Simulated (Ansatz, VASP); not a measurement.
# Mg in VASP and in Ansatz

Contents of INCAR:

```
PREC = Accurate ; ENCUT = 520
EDIFF = 1E-6 ; ISMEAR = -1
SIGMA = 0.03 ; LREAL = False
LASPH = True ; NELM = 80
ALGO = Normal ; ISIF = 2
LWAVE = False ; LCHARG = False
GGA = CA ; NBANDS = 7
```

Contents of KPOINTS:

```
regular mesh
0
Gamma
  16 16 16
```

File POSCAR:

```
Mg
1.0
    0.0000000000      2.2442560000      2.2442560000
    2.2442560000      0.0000000000      2.2442560000
    2.2442560000      2.2442560000      0.0000000000
Mg
1
Direct
    0.0000000000      0.0000000000      0.0000000000
```

Input for Ansatz:

```yaml
crystal:
  lattice:
    - [0.0, 2.244256, 2.244256]
    - [2.244256, 0.0, 2.244256]
    - [2.244256, 2.244256, 0.0]
  atoms:
    - { symbol: Mg, position: [0.0, 0.0, 0.0] }
kpoints:
  mp_grid: { grid: [16, 16, 16] }
  band_path:
    path:
      - [0.0, 0.0, 0.0]
      - [0.5, 0.0, 0.5]
      - [0.625, 0.25, 0.625]
      - [0.375, 0.375, 0.75]
      - [0.0, 0.0, 0.0]
      - [0.5, 0.5, 0.5]
      - [0.5, 0.25, 0.75]
      - [0.5, 0.0, 0.5]
    npoints: 14
scf:
  occupations: { method: fermi_dirac, width: 0.03 }
hamiltonian:
  xc: lda
  pseudopotentials: { kind: all_electron, lapw: { basis_error: 0.001 } }
output:
  forces: true
  stress: true
  eigenvalues: true
  fatbands: true
  populations: true
  dos: { projected: true, de: 0.2, e_range: [-14, 8] }
```

Alike in both runs: task single point; functional LDA; k mesh 16 × 16 × 16; occupations fermi-dirac, width 0.03 eV; no spin polarisation.

```csv
,VASP,Ansatz
version,VASP 6.6.1,Ansatz 0.2.0
potentials or method,"VASP PAW LDA potentials, release 64 (Mg), cutoff 520 eV","all-electron LAPW, scalar-relativistic"
```

```csv
,VASP,Ansatz,Ansatz less VASP
pressure (GPa),-1.7,-1.3,+0.34
```

LDA's correlation is that of Perdew and Zunger in VASP and of Perdew and Wang (1992) in Ansatz. Ansatz ran all-electron here, and VASP with PAW potentials.
